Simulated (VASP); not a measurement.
# ZnS (P1) in VASP: single point with PBE

Aim: the single point of ZnS with PBE.

All numbers are computed with VASP 6.6.1; they aren't measurements. Logs are shortened: lines on timing, memory, paths and dates and some standing lists are left out, and cuts for length are marked.

### 1 The cell of the first run

The typed cell holds 8 atoms: a = 3.811 Å, b = 3.811 Å, c = 12.474 Å, α = 89.12°, β = 88.25°, γ = 60.00°.

### 2 Single point, PBE (the part above a cut slid along it)

Input file INCAR:

```
SYSTEM = ZnS
PREC = Accurate
ENCUT = 500
EDIFF = 1E-6
ISMEAR = 0
SIGMA = 0.05
LREAL = .FALSE.
LASPH = .TRUE.
NELM = 120
ALGO = Normal
ISIF = 2
LWAVE = .FALSE.
LCHARG = .FALSE.
GGA = PE
NBANDS = 46
GGA_COMPAT = .FALSE.
```

Input file KPOINTS:

```
Automatic mesh
0
G
  8 8 3
  0 0 0
```

Input file POSCAR:

```
ZnS
1.0
   -3.8109987816      0.0000000000      0.0000000000
   -1.9054993908     -3.3004217586      0.0000000000
   -0.3810998782      0.0000000000     12.4680000000
Zn S
4 4
Direct
    0.2679583333      0.3333333333      0.6537500000
    0.3179583333      0.3333333333      0.1537500000
    0.5762916667      0.6666666667      0.9037500000
    0.6262916667      0.6666666667      0.4037500000
    0.2487083333      0.3333333333      0.8462500000
    0.2987083333      0.3333333333      0.3462500000
    0.6570416667      0.6666666667      0.0962500000
    0.6070416667      0.6666666667      0.5962500000
```

Potentials or basis: VASP PAW PBE potentials, release 64 (Zn, S).

The run is started by

```
cat potpaw_PBE.64/Zn/POTCAR potpaw_PBE.64/S/POTCAR > POTCAR
mpirun -np 1 vasp_std > vasp.out
```

OUTCAR:

```text
SYSTEM = ZnS
   PREC = Accurate
   ENCUT = 500
   EDIFF = 1E-6
   ISMEAR = 0
   LREAL = .FALSE.
   LASPH = .TRUE.
   NELM = 120
   ISIF = 2
   GGA = PE

 ion  position               nearest neighbor table
   1  0.268  0.333  0.654-   8 2.31   8 2.31   8 2.31   5 2.40
   2  0.318  0.333  0.154-   7 2.31   7 2.31   7 2.31   6 2.40
   3  0.576  0.667  0.904-   5 2.31   5 2.31   5 2.31   7 2.43
   4  0.626  0.667  0.404-   6 2.31   6 2.31   6 2.31   8 2.40
   5  0.249  0.333  0.846-   3 2.31   3 2.31   3 2.31   1 2.40
   6  0.299  0.333  0.346-   4 2.31   4 2.31   4 2.31   2 2.40
   7  0.657  0.667  0.096-   2 2.31   2 2.31   2 2.31   3 2.43
   8  0.607  0.667  0.596-   1 2.31   1 2.31   1 2.31   4 2.40

  LATTYP: Found a base centered monoclinic cell.
 ALAT       =     3.8109987816
 B/A-ratio  =     1.7320508075
 C/A-ratio  =     3.2731112630
 COS(beta)  =    -0.0305519709

  Lattice vectors:

 A1 = (   1.9054993908,  -3.3004217586,   0.0000000000)
 A2 = (   1.9054993908,   3.3004217586,   0.0000000000)
 A3 = (  -0.3810998782,   0.0000000000,  12.4680000000)

Analysis of symmetry for initial positions (statically):
=====================================================================
 Subroutine PRICEL returns:
 Original cell was already a primitive cell.

 Routine SETGRP: Setting up the symmetry group for a
 base centered monoclinic supercell.

 Subroutine GETGRP returns: Found  1 space group operations
 (whereof  1 operations were pure point group operations)
 out of a pool of  4 trial point group operations.

The static configuration has the point symmetry C_1 .

Analysis of symmetry for dynamics (positions and initial velocities):
=====================================================================
 Subroutine PRICEL returns:
 Original cell was already a primitive cell.

 Routine SETGRP: Setting up the symmetry group for a
 base centered monoclinic supercell.

 Subroutine GETGRP returns: Found  1 space group operations
 (whereof  1 operations were pure point group operations)
 out of a pool of  4 trial point group operations.

The dynamic configuration has the point symmetry C_1 .

 Subroutine INISYM returns: Found  1 space group operations
 (whereof  1 operations are pure point group operations),
 and found     1 'primitive' translations

----------------------------------------------------------------------------------------

                                     Primitive cell

  volume of cell :     156.8213

  direct lattice vectors                    reciprocal lattice vectors
    -3.810998782  0.000000000  0.000000000    -0.262398405  0.151495789 -0.008020533
    -1.905499391 -3.300421759  0.000000000     0.000000000 -0.302991579  0.000000000
    -0.381099878  0.000000000 12.468000000     0.000000000  0.000000000  0.080205326

  length of vectors
     3.810998782  3.810998782 12.473823035     0.303097717  0.302991579  0.080205326

  position of ions in fractional coordinates (direct lattice)
     0.267958333  0.333333333  0.653750000
     0.317958333  0.333333333  0.153750000
     0.576291667  0.666666667  0.903750000
     0.626291667  0.666666667  0.403750000
     0.248708333  0.333333333  0.846250000
     0.298708333  0.333333333  0.346250000
     0.657041667  0.666666667  0.096250000
     0.607041667  0.666666667  0.596250000

  ion indices of the primitive-cell ions
   primitive index   ion index
                 1           1
                 2           2
                 3           3
                 4           4
                 5           5
                 6           6
                 7           7
                 8           8

----------------------------------------------------------------------------------------

 KPOINTS: Automatic mesh

Automatic generation of k-mesh.
 Grid dimensions read from file:
 generate k-points for:    8    8    3

 Generating k-lattice:

  Cartesian coordinates                     Fractional coordinates (reciprocal lattice)
    -0.032799801  0.018936974 -0.001002567     0.125000000 -0.000000000 -0.000000000
     0.000000000 -0.037873947  0.000000000     0.000000000  0.125000000  0.000000000
     0.000000000  0.000000000  0.026735109     0.000000000  0.000000000  0.333333333

  Length of vectors
     0.037887215  0.037873947  0.026735109

  Shift w.r.t. Gamma in fractional coordinates (k-lattice)
     0.000000000  0.000000000  0.000000000

 Subroutine IBZKPT returns following result:
 ===========================================

 Found     98 irreducible k-points:

 Following reciprocal coordinates:
            Coordinates               Weight
  0.000000  0.000000  0.000000      1.000000
  0.125000 -0.000000 -0.000000      2.000000
 -0.125000 -0.125000  0.000000      2.000000
  0.250000 -0.000000 -0.000000      2.000000
 -0.250000 -0.250000  0.000000      2.000000
  0.375000 -0.000000 -0.000000      2.000000
[... 16 lines left out ...]
  0.500000  0.250000 -0.000000      2.000000
 -0.375000  0.250000  0.000000      2.000000
 [... further k-points ...]
   k-points           NKPTS =     98   k-points in BZ     NKDIM =     98   number of bands    NBANDS=     46
   number of dos      NEDOS =    301   number of ions     NIONS =      8
   total plane-waves  NPLWV =  75264
   dimension x,y,z NGX =    28 NGY =   28 NGZ =   96
   dimension x,y,z NGXF=    56 NGYF=   56 NGZF=  192
   ions per type =               4   4
   NGX,Y,Z   is equivalent  to a cutoff of  12.21, 12.21, 12.79 a.u.
   NGXF,Y,Z  is equivalent  to a cutoff of  24.43, 24.43, 25.59 a.u.
 SYSTEM =  ZnS
   PREC   = accura    normal or accurate (medium, high low for compatibility)
   ISTART =      0    job   : 0-new  1-cont  2-samecut
   ICHARG =      2    charge: 1-file 2-atom 10-const
   ISPIN  =      1    spin polarized calculation?
   LNONCOLLINEAR =      F non collinear calculations
   LSORBIT =      F    spin-orbit coupling
   LASPH  =      T    aspherical Exc in radial PAW
   ENCUT  =  500.0 eV  36.75 Ry    6.06 a.u.   6.95  6.95 22.74*2*pi/ulx,y,z
   NELM   =    120;   NELMIN=  2; NELMDL= -5     # of ELM steps
   EDIFF  = 0.1E-05   stopping-criterion for ELM
   LREAL  =      F    real-space projection
   EDIFFG = 0.1E-04   stopping-criterion for IOM
   NSW    =      0    number of steps for IOM
   IBRION =     -1    ionic relax: 0-MD 1-quasi-New 2-CG
   NFREE  =      0    steps in history (QN), initial steepest desc. (CG)
   ISIF   =      2    stress and relaxation
   ISYM   =      2    0-nonsym 1-usesym 2-fastsym
   POTIM  = 0.5000    time-step for ionic-motion
   TEBEG  =    0.0;   TEEND  =   0.0 temperature during run
   PSTRESS=    0.0 pullay stress
   NELECT =      72.0000    total number of electrons
   NUPDOWN=      -1.0000    fix difference up-down
   EMIN   =  10.00;   EMAX   =-10.00  energy-range for DOS
   EFERMI =   0.00;   METHOD = LEGACY
   ISMEAR =     0;   SIGMA  =   0.05  broadening in eV -4-tet -1-fermi 0-gaus
   EFERMI_NEDOS =   21; number of points for ismear=-14 and -15
   IALGO  =     38    algorithm
   IMIX   =      4    mixing-type and parameters
     AMIX     =   0.40;   BMIX     =  1.00
     AMIX_MAG =   1.60;   BMIX_MAG =  1.00
  volume/ion in A,a.u.               =      19.60       132.29
  Fermi-wavevector in a.u.,A,eV,Ry     =   1.262944  2.386617 21.701656  1.595027
  Thomas-Fermi vector in A             =   2.396326
   LORBIT       =      0    0 simple, 1 ext, 2 COOP (PROOUT), +10 PAW based schemes
   GGA     = PE    functional components
   LHFCALC =     F    Hartree Fock is set to
   AEXX    =    0.0000 exact exchange contribution
   IVDW    =     0    specifies the selected vdW correction
   LEPSILON=     F    determine dielectric tensor
   LRPA    =     F    only Hartree local field effects (RPA)
 non-spin polarized calculation
 Gauss-broadening in eV      SIGMA  =   0.05
  energy-cutoff  :      500.00
  volume of cell :      156.82
 maximum number of plane-waves:      4012
   NGX = 13   NGY = 13   NGZ = 45

 number of electron      72.0000015 magnetization

 Free energy of the ion-electron system (eV)
  ---------------------------------------------------
  ext. energy  EPLUGINS =         0.00000000
  ---------------------------------------------------
  free energy    TOTEN  =       -27.26074495 eV

  energy without entropy =      -27.26074495  energy(sigma->0) =      -27.26074495

 E-fermi :   2.4492     XC(G=0):  -9.6549

 val. band max:        2.2233484756   @ k =   0.0000   0.0000   0.0000
 cond. band min:       4.3918144438   @ k =   0.0000   0.0000   0.0000
 fundamental gap:      2.1684659682
 Fermi energy:         2.4492403145

 k-point     1 :       0.0000    0.0000    0.0000
  band No.  band energies     occupation
      1     -11.0274      2.00000
      2     -10.6144      2.00000
      3     -10.5906      2.00000
      4     -10.0994      2.00000
      5      -4.2239      2.00000
      6      -4.2183      2.00000
[... 38 lines left out ...]
     45       8.8561      0.00000
     46       8.9216      0.00000

 k-point     2 :       0.1250   -0.0000   -0.0000
  band No.  band energies     occupation
      1     -10.9205      2.00000
      2     -10.5287      2.00000
      3     -10.4983      2.00000
      4     -10.0389      2.00000
      5      -4.2270      2.00000
      6      -4.2015      2.00000
[... 38 lines left out ...]
     45       8.9546      0.00000
     46       9.2617      0.00000

 k-point     3 :      -0.1250   -0.1250    0.0000
  band No.  band energies     occupation
      1     -10.9215      2.00000
      2     -10.5282      2.00000
      3     -10.4988      2.00000
      4     -10.0374      2.00000
      5      -4.2312      2.00000
      6      -4.2017      2.00000
[... 1018 lines left out ...]
     45       9.3398      0.00000
     46       9.4564      0.00000

 k-point    24 :      -0.3750    0.2500    0.0000
  band No.  band energies     occupation
      1      -9.9240      2.00000
      2      -9.8713      2.00000
      3      -9.8229      2.00000
      4      -9.7849      2.00000
      5      -4.1395      2.00000
      6      -4.0587      2.00000
[... 38 lines left out ...]
     45       9.4636      0.00000
     46       9.5493      0.00000

 [... further k-points ...]

------------------------ aborting loop because EDIFF is reached ----------------------------------------

  FORCE on cell =-STRESS in cart. coord.  units (eV):
  Direction    XX          YY          ZZ          XY          YZ          ZX
  --------------------------------------------------------------------------------------
  -------------------------------------------------------------------------------------
  Total        2.9894902      3.1058617      1.0046257     -0.2688591     -0.0607891      0.7866261
  in kB       30.5423655     31.7312841     10.2638391     -2.7468209     -0.6210571      8.0366282
  external PRESSURE =      24.1791629 kB  Pullay stress =       0.0000000 kB

 VOLUME and BASIS-vectors are now :
 -----------------------------------------------------------------------------
  energy-cutoff  :      500.00
  volume of cell :      156.82
      direct lattice vectors                 reciprocal lattice vectors
    -3.810998782  0.000000000  0.000000000    -0.262398405  0.151495789 -0.008020533
    -1.905499391 -3.300421759  0.000000000     0.000000000 -0.302991579  0.000000000
    -0.381099878  0.000000000 12.468000000     0.000000000  0.000000000  0.080205326

 POSITION                                       TOTAL-FORCE (eV/Angst)
 -----------------------------------------------------------------------------------
     -1.90550     -1.10014      8.15096        -0.017093      0.001451      0.309380
     -1.90550     -1.10014      1.91696        -0.020322      0.016934      0.327066
     -3.81100     -2.20028     11.26796        -0.113979     -0.005135      0.378107
     -3.81100     -2.20028      5.03396         0.001999      0.001229      0.308054
     -1.90550     -1.10014     10.55104        -0.109528      0.017470     -0.310030
     -1.90550     -1.10014      4.31704         0.017759     -0.002161     -0.306521
     -3.81100     -2.20028      1.20004         0.243820     -0.030949     -0.395557
     -3.81100     -2.20028      7.43404        -0.002655      0.001161     -0.310500
 -----------------------------------------------------------------------------------
    total drift:                                0.000245     -0.000623     -0.001648

  FREE ENERGIE OF THE ION-ELECTRON SYSTEM (eV)
  ---------------------------------------------------
  free  energy   TOTEN  =       -27.2607449540 eV

  energy  without entropy=      -27.2607449540  energy(sigma->0) =      -27.26074495
```

Run time: 12 min. Hardware: 1 thread of AMD EPYC 7R43 (Zen 3), shared host; peak memory 0.55 GiB.

Results:

* Free energy: -27.2607 eV
* Pressure: 2.4 GPa
* Largest force: 0.466 eV/Å
* Band gap on the k mesh: 2.17 eV

Forces in eV/Å, atoms in the order of the input:
```
Zn  -0.017  0.001  0.309
Zn  -0.020  0.017  0.327
Zn  -0.114 -0.005  0.378
Zn   0.002  0.001  0.308
S   -0.110  0.017 -0.310
S    0.018 -0.002 -0.307
S    0.244 -0.031 -0.396
S   -0.003  0.001 -0.310
```

Caveat: the cell differs from its parent crystal (the part above a cut slid along it).
